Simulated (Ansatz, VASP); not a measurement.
**Two plane-wave programs on OsC2**

Contents of INCAR:

```
ALGO = Normal
EDIFF = 1E-6
EDIFFG = -0.04
ENCUT = 600
GGA = PE
IBRION = 2
ISIF = 3
ISMEAR = 0
LASPH = T
LCHARG = F
LREAL = F
LWAVE = F
NELM = 80
NSW = 90
PREC = Accurate
SIGMA = 0.1
```

The input KPOINTS:

```
k-points
0
Gamma
  6 6 2
```

File POSCAR:

```
OsC2
1.0
    2.5129339397      0.0000000000      0.0000000000
   -1.2564669698      2.1762646298      0.0000000000
    0.0000000000      0.0000000000      9.7742825479
Os C
2 4
Direct
    0.3333333333      0.6666666667      0.2500000000
    0.6666666667      0.3333333333      0.7500000000
    0.3333333333      0.6666666667      0.6275000000
    0.6666666667      0.3333333333      0.1275000000
    0.3333333333      0.6666666667      0.8725000000
    0.6666666667      0.3333333333      0.3725000000
```

Input for Ansatz:

```yaml
crystal:
  lattice:
    - [2.5129339397, 0.0, 0.0]
    - [-1.2564669698, 2.1762646298, 0.0]
    - [0.0, 0.0, 9.7742825479]
  atoms:
    - { symbol: Os, position: [0.3333333333, 0.6666666667, 0.25] }
    - { symbol: Os, position: [0.6666666667, 0.3333333333, 0.75] }
    - { symbol: C, position: [0.3333333333, 0.6666666667, 0.6275] }
    - { symbol: C, position: [0.6666666667, 0.3333333333, 0.1275] }
    - { symbol: C, position: [0.3333333333, 0.6666666667, 0.8725] }
    - { symbol: C, position: [0.6666666667, 0.3333333333, 0.3725] }
basis:
  ecutwfc: 420
kpoints:
  mp_grid: { grid: [6, 6, 2] }
hamiltonian:
  xc: pbe
scf:
  occupations: { method: gaussian, width: 0.1 }
  lower_state_search: "off"
output:
  forces: true
  stress: true
  eigenvalues: true
relax:
  adjacent_minimum: "off"
  f_tol: 0.04
  max_steps: 70
  cell: { stress_tol: 0.4 }
```

Alike in both runs: task relaxation of cell and atoms; functional PBE; k mesh 6 × 6 × 2; occupations gaussian, width 0.1 eV; no spin polarisation.

|  | VASP | Ansatz |
| --- | --- | --- |
| version | VASP 6.6.1 | Ansatz 0.2.0 |
| potentials or method | VASP PAW PBE potentials, release 64 (Os, C), cutoff 600 eV | scalar-relativistic, plane waves, PAW |
| valence electrons in the cell | 32 | 48 |

|  | VASP | Ansatz | Ansatz less VASP |
| --- | --- | --- | --- |
| gap on the k mesh at the Fermi level, each at its own relaxed structure (eV) | none | none | - |
| relaxed volume (Å³/atom) | 14.69 | 15.18 | +0.483 |
| relaxed cell length with the largest relative difference (Å) | 9.969 | 10.297 | +0.3278 |

A gap of «none» marks a metal or a gap that the smearing closes. VASP's potentials hold 32 valence electrons a cell and Ansatz's 48, so a difference there can come from the potentials and not from the codes.

The k mesh is coarse, so the values compare programs but aren't converged. Spin-orbit coupling is off throughout. Noted on VASP's run: the volume moved by over 15 % at a fixed basis, so the end points are rough.
